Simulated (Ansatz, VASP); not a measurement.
# One calculation of Hf3C2, two programs

File INCAR:

```
SYSTEM = Hf3C2
ALGO = Normal ; EDIFF = 1E-6
EDIFFG = -0.08 ; ENCUT = 600
GGA = PE ; IBRION = 2
ISIF = 3 ; ISMEAR = 0
LASPH = .True. ; LCHARG = .False.
LREAL = .False. ; LWAVE = .False.
NELM = 100 ; NSW = 36
PREC = Accurate ; SIGMA = 0.2
```

KPOINTS

```
k-points
0
Gamma
  6 6 1
  0 0 0
```

File POSCAR:

```
Hf3C2
1.0
    3.2906754000      0.0000000000      0.0000000000
   -1.6453377000      2.8498084900      0.0000000000
    0.0000000000      0.0000000000     16.2217291400
Hf C
6 4
Direct
    0.3333333300      0.6666666700      0.8438777300
    0.6666666700      0.3333333300      0.3438777300
    0.6666666700      0.3333333300      0.1561222700
    0.3333333300      0.6666666700      0.6561222700
    0.0000000000      0.0000000000      0.0000000000
    0.0000000000      0.0000000000      0.5000000000
    0.6666666700      0.3333333300      0.9141037500
    0.3333333300      0.6666666700      0.4141037500
    0.6666666700      0.3333333300      0.5858962500
    0.3333333300      0.6666666700      0.0858962500
```

Input for Ansatz:

```yaml
crystal:
  lattice:
    - [3.2906754, 0.0, 0.0]
    - [-1.6453377, 2.84980849, 0.0]
    - [0.0, 0.0, 16.22172914]
  atoms:
    - { symbol: Hf, position: [0.33333333, 0.66666667, 0.84387773] }
    - { symbol: Hf, position: [0.66666667, 0.33333333, 0.34387773] }
    - { symbol: Hf, position: [0.66666667, 0.33333333, 0.15612227] }
    - { symbol: Hf, position: [0.33333333, 0.66666667, 0.65612227] }
    - { symbol: Hf, position: [0.0, 0.0, 0.0] }
    - { symbol: Hf, position: [0.0, 0.0, 0.5] }
    - { symbol: C, position: [0.66666667, 0.33333333, 0.91410375] }
    - { symbol: C, position: [0.33333333, 0.66666667, 0.41410375] }
    - { symbol: C, position: [0.66666667, 0.33333333, 0.58589625] }
    - { symbol: C, position: [0.33333333, 0.66666667, 0.08589625] }
basis:
  ecutwfc: 420
kpoints:
  mp_grid: { grid: [6, 6, 1] }
hamiltonian:
  xc: pbe
scf:
  occupations: { method: gaussian, width: 0.2 }
  lower_state_search: "off"
output:
  forces: true
  stress: true
  eigenvalues: true
relax:
  adjacent_minimum: "off"
  f_tol: 0.08
  max_steps: 16
  cell: { stress_tol: 0.8 }
```

Change from the starting cell: species swapped into the Ti3C2 type (P6_3/mmc, No. 194).

Alike in both runs: task relaxation of cell and atoms; functional PBE; k mesh 6 × 6 × 1; occupations gaussian, width 0.2 eV; no spin polarisation.

|  | VASP | Ansatz |
| --- | --- | --- |
| version | VASP 6.6.1 | Ansatz 0.2.0 |
| potentials or method | VASP PAW PBE potentials, release 64 (Hf_pv, C), cutoff 600 eV | scalar-relativistic, plane waves, PAW |
| valence electrons in the cell | 76 | 172 |

```csv
,VASP,Ansatz,Ansatz less VASP
"gap on the k mesh at the Fermi level, each at its own relaxed structure (eV)",none,none,-
relaxed volume (Å³/atom),15.34,15.41,+0.070
relaxed cell length with the largest relative difference (Å),3.284,3.289,+0.0051
```

A gap of «none» marks a metal or a gap that the smearing closes. VASP's potentials hold 76 valence electrons a cell and Ansatz's 172, so a difference there can come from the potentials and not from the codes.

The k mesh is coarse, so the values compare programs but aren't converged. Neither program's run includes spin-orbit coupling.
